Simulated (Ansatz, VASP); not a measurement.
N in VASP and in Ansatz

The input INCAR:

```
SYSTEM = N
PREC = Accurate
ENCUT = 600
EDIFF = 1E-6
ISMEAR = 0
SIGMA = 0.1
LREAL = .False.
LASPH = .True.
NELM = 120
ALGO = Normal
ISIF = 2
LWAVE = .False.
LCHARG = .True.
GGA = PE
LELF = .True.
LVHAR = .True.
NBANDS = 8
GGA_COMPAT = .False.
```

KPOINTS

```
regular mesh
0
Gamma
  22 22 22
  0 0 0
```

Contents of POSCAR:

```
N
1.0
    0.0000000000      1.5311540805      1.5311540805
    1.5311540805      0.0000000000      1.5311540805
    1.5311540805      1.5311540805      0.0000000000
N
1
Direct
    0.0000000000      0.0000000000      0.0000000000
```

Input for Ansatz:

```yaml
crystal:
  lattice:
    - [0.0, 1.5311540805, 1.5311540805]
    - [1.5311540805, 0.0, 1.5311540805]
    - [1.5311540805, 1.5311540805, 0.0]
  atoms:
    - { symbol: "N", position: [0.0, 0.0, 0.0] }
basis:
  ecutwfc: 420
kpoints:
  mp_grid: { grid: [22, 22, 22] }
hamiltonian:
  xc: pbe
scf:
  occupations: { method: gaussian, width: 0.1 }
output:
  forces: true
  stress: true
  eigenvalues: true
  populations: true
```

Alike in both runs: task single point; functional PBE; k mesh 22 × 22 × 22; occupations gaussian, width 0.1 eV; no spin polarisation.

|  | VASP | Ansatz |
| --- | --- | --- |
| version | VASP 6.6.1 | Ansatz 0.2.0 |
| potentials or method | VASP PAW PBE potentials, release 64 (N), cutoff 600 eV | scalar-relativistic, plane waves, PAW |
| valence electrons in the cell | 5 | 5 |

Ansatz gave:

| Property | Result |
| --- | --- |
| gap on the k mesh at the Fermi level (eV) | none |
| pressure (GPa) | 11.7 |

What did VASP give for the same quantities?

gap on the k mesh at the Fermi level (eV): none; pressure (GPa): 11.2.

A gap of «none» marks a metal or a gap that the smearing closes.
